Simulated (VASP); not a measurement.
# KTaO3: single point with PBE

KTaO3:

```xyz
5
Lattice="3.9492 0.0000 0.0000 0.0000 3.9492 0.0000 0.0000 0.0000 3.9492" Properties=species:S:1:pos:R:3 pbc="T T T"
K     0.0000    0.0000    0.0000
Ta    1.9746    1.9746    1.9746
O     0.0000    1.9746    1.9746
O     1.9746    1.9746    0.0000
O     1.9746    0.0000    1.9746
```

This cell differs from its parent crystal: volume scaled by 0.945.

| Quantity | Value |
| --- | --- |
| Program | VASP 6.6.1 |
| Task | single point |
| Functional | PBE |
| Potentials or basis | VASP PAW PBE potentials, release 64 (K_sv, Ta_pv, O) |
| Cutoff | 520 eV |
| k mesh | 8 × 8 × 8 |
| Occupations | gaussian, width 0.05 eV |
| Spin | no spin polarisation |

| Item | Value |
| --- | --- |
| Pressure | 12.9 GPa |
| Band gap on the k mesh | 2.24 eV, indirect (least direct gap 2.85 eV) |

Levels at points of the mesh, in eV from the valence-band top:
```csv
k point,band 16,band 17,band 18,band 19,band 20,band 21,band 22,band 23
"(0.00, 0.00, 0.00)",-1.11,-0.61,-0.61,-0.61,2.24,2.24,2.24,6.87
"(0.50, 0.00, 0.00)",-2.20,-1.59,-0.84,-0.84,2.41,5.22,5.22,7.15
"(0.50, 0.50, 0.00)",-1.59,-1.47,-1.47,-0.04,5.26,5.26,6.60,8.06
"(0.50, 0.50, 0.50)",-4.00,0.00,0.00,0.00,6.75,6.75,6.75,9.00
```

Wall time 65 s on 1 thread of AMD EPYC 7R13, on a shared host, peak memory 0.17 GiB.

Caveat: spin-orbit coupling is left out, which moves the levels of the heavy elements. A k mesh can miss the band edges.
